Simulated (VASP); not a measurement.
## Na4Au: single point with LDA

Na4Au:

```
Na Au
1.0
     0.00000    5.73797    5.73797
     5.73797    0.00000    5.73797
     5.73797    5.73797    0.00000
Na Au
8 2
Direct
  0.39069 0.39069 0.39069
  0.39069 0.39069 0.82793
  0.39069 0.82793 0.39069
  0.85931 0.85931 0.42207
  0.85931 0.85931 0.85931
  0.82793 0.39069 0.39069
  0.85931 0.42207 0.85931
  0.42207 0.85931 0.85931
  0.00000 0.00000 0.00000
  0.25000 0.25000 0.25000
```

- Program: VASP 6.6.1
- Task: single point
- Functional: LDA
- Potentials or basis: VASP PAW LDA potentials, release 64 (Na_pv, Au)
- Cutoff: 520 eV
- k mesh: 4 × 4 × 4
- Occupations: gaussian, width 0.05 eV
- Spin: no spin polarisation
- Dipole correction: no
- Further INCAR settings: ALGO = Normal; EDIFF = 1e-07; NBANDS = 50

* Pressure: -1.1 GPa
* Largest force: 0.117 eV/Å
* Band gap on the k mesh: zero (bands 39 and 40 overlap by 1.13 eV)

Forces on the atoms (eV/Å):
```
Na  -0.068 -0.068 -0.068
Na   0.068  0.068 -0.068
Na   0.068 -0.068  0.068
Na  -0.068 -0.068  0.068
Na   0.068  0.068  0.068
Na  -0.068  0.068  0.068
Na  -0.068  0.068 -0.068
Na   0.068 -0.068 -0.068
Au   0.000  0.000  0.000
Au   0.000  0.000  0.000
```

Levels at points of the mesh, in eV from the Fermi level:
| k point | band 36 | band 37 | band 38 | band 39 | band 40 | band 41 | band 42 | band 43 |
| --- | --- | --- | --- | --- | --- | --- | --- | --- |
| (0.00, 0.00, 0.00) | -2.71 | -1.29 | 0.36 | 0.36 | 0.36 | 0.47 | 0.53 | 0.53 |
| (0.50, 0.00, 0.00) | -3.18 | -1.85 | -0.58 | 0.05 | 0.05 | 0.28 | 0.28 | 1.19 |
| (0.50, 0.50, 0.00) | -3.39 | -1.42 | -1.42 | -0.77 | -0.77 | 1.39 | 1.39 | 2.27 |

Wall time 3.4 min on 1 thread of Intel(R) Xeon(R) Platinum 8259CL CPU @ 2.50GHz (Skylake/Cascade Lake), on a shared host, peak memory 0.42 GiB.

Caveat: spin-orbit coupling is left out, which moves the levels of the heavy elements.
